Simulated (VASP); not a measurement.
A run of VASP 6.6.1:

File INCAR:

```
ALGO     = Normal         # electronic algorithm
EDIFF    = 1E-6           # SCF threshold, eV
ENCUT    = 520            # plane-wave cutoff, eV
GGA      = PE             # functional
ISIF     = 2              # what is computed and relaxed
ISMEAR   = 0              # smearing method
ISPIN    = 2              # spin polarisation
LASPH    = True           # aspherical terms in the spheres
LCHARG   = True           # write CHGCAR
LELF     = True           # ELF
LMAXMIX  = 4              # l up to which the mixer works
LORBIT   = 11             # projections on sites
LREAL    = False          # projectors in reciprocal space
LVHAR    = True         
LWAVE    = False          # write WAVECAR
MAGMOM   = 0 1 0 0 0 0 0 0 0 0 # initial moments
NBANDS   = 43             # bands
NELM     = 150            # most SCF steps
PREC     = Accurate       # precision mode
SIGMA    = 0.1            # smearing width, eV
```

File KPOINTS:

```
k-points
0
Gamma
  4 4 4
```

Contents of POSCAR:

```
CaPdC4N4
1.0
    6.1268410600      0.0000000000      0.0000000000
    0.0000000000      6.1268410600      0.0000000000
    0.0000000000      0.0000000000      6.1268410600
Ca Pd C N
1 1 4 4
Direct
    0.0000000000      0.0000000000      0.0000000000
    0.5000000000      0.5000000000      0.5000000000
    0.1984545800      0.1984545800      0.1984545800
    0.1984545800      0.8015454200      0.8015454200
    0.8015454200      0.1984545800      0.8015454200
    0.8015454200      0.8015454200      0.1984545800
    0.3087071200      0.3087071200      0.3087071200
    0.3087071200      0.6912928800      0.6912928800
    0.6912928800      0.3087071200      0.6912928800
    0.6912928800      0.6912928800      0.3087071200
```

Potentials or basis: VASP PAW PBE potentials, release 64 (Ca_sv, Pd, C, N).

Launch:

```bash
$ cat potpaw_PBE.64/Ca_sv/POTCAR potpaw_PBE.64/Pd/POTCAR potpaw_PBE.64/C/POTCAR potpaw_PBE.64/N/POTCAR > POTCAR
$ mpirun -np 1 vasp_std > vasp.out
```

Hardware: 1 thread of Intel(R) Xeon(R) Platinum 8488C (Sapphire Rapids), with other jobs on the host.

**Question.** Estimate the wall time of this run.

**Answer.** Wall time 6 min on 1 thread of Intel(R) Xeon(R) Platinum 8488C (Sapphire Rapids), with other jobs on the host, peak memory 0.5 GiB. Counts: scf iterations 18, k points 10.
